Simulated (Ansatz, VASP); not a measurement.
One calculation of TiO2, two programs

```
Ti O
1.0
     4.59220    0.00000    0.00000
     0.00000    4.59220    0.00000
     0.00000    0.00000    2.95740
Ti O
2 4
Direct
  0.00000 0.00000 0.00000
  0.50000 0.50000 0.50000
  0.30496 0.30496 0.00000
  0.19504 0.80496 0.50000
  0.69504 0.69504 0.00000
  0.80496 0.19504 0.50000
```

Alike in both runs: task relaxation of the atoms; functional r2SCAN; k mesh 5 × 5 × 7; no spin polarisation.

|  | VASP | Ansatz |
| --- | --- | --- |
| version | VASP 6.6.1 | Ansatz 0.2.0 |
| potentials or method | VASP PAW PBE potentials, release 64 (Ti_sv, O) | scalar-relativistic, plane waves, PAW |
| plane-wave cutoff (eV) | 520 | 500 |
| occupations | gaussian, width 0.01 eV | fixed |
| valence electrons in the cell | 48 | 48 |

|  | VASP | Ansatz | Ansatz less VASP |
| --- | --- | --- | --- |
| gap on the k mesh at the Fermi level, each at its own relaxed structure (eV) | 2.22 | 2.22 | 0.000 |

VASP's potentials were made for PBE, not for r2SCAN. Ansatz's warnings: stress scf threshold loose.
